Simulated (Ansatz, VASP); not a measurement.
**One calculation of TaN, two programs**

The input INCAR:

```
ALGO = Normal
EDIFF = 1E-6
EDIFFG = -0.01
ENCUT = 600
GGA = PS
IBRION = 2
ISIF = 3
ISMEAR = 1
LASPH = True
LCHARG = False
LREAL = False
LWAVE = False
NELM = 60
NSW = 80
PREC = Accurate
SIGMA = 0.05
```

The input KPOINTS:

```
k-points
0
Gamma
  10 10 10
```

Contents of POSCAR:

```
TaN
1.0
    0.0000000000      2.1790000000      2.1790000000
    2.1790000000      0.0000000000      2.1790000000
    2.1790000000      2.1790000000      0.0000000000
Ta N
1 1
Direct
    0.5000000000      0.5000000000      0.5000000000
    0.0000000000      0.0000000000      0.0000000000
```

Input for Ansatz:

```yaml
crystal:
  lattice:
    - [0.0, 2.179, 2.179]
    - [2.179, 0.0, 2.179]
    - [2.179, 2.179, 0.0]
  atoms:
    - { symbol: Ta, position: [0.5, 0.5, 0.5] }
    - { symbol: "N", position: [0.0, 0.0, 0.0] }
basis:
  ecutwfc: 550.0
kpoints:
  mp_grid:
    grid: [10, 10, 10]
hamiltonian:
  xc: pbesol
  dispersion: none
scf:
  occupations:
    method: cold
    width: 0.05
relax:
  cell: {}
```

Alike in both runs: task relaxation of cell and atoms; functional PBEsol; k mesh 10 × 10 × 10; no spin polarisation.

|  | VASP | Ansatz |
| --- | --- | --- |
| version | VASP 6.6.1 | Ansatz 0.2.0 |
| potentials or method | VASP PAW PBE potentials, release 64 (Ta_pv, N), cutoff 600 eV | plane waves, PAW |
| occupations | methfessel-paxton of order 1, width 0.05 eV | cold, width 0.05 eV |
| valence electrons in the cell | 16 | 18 |

```csv
,VASP,Ansatz,Ansatz less VASP
relaxed volume (Å³/atom),10.50,10.47,-0.027
relaxed cell length with the largest relative difference (Å),3.096,3.094,-0.0027
```

VASP's potentials were made for PBE, not for PBEsol. VASP's potentials hold 16 valence electrons a cell and Ansatz's 18, so a difference there can come from the potentials and not from the codes.

Neither program's run includes spin-orbit coupling. Noted on VASP's run: too few bands were computed for a metal, which touches its energy and stress.
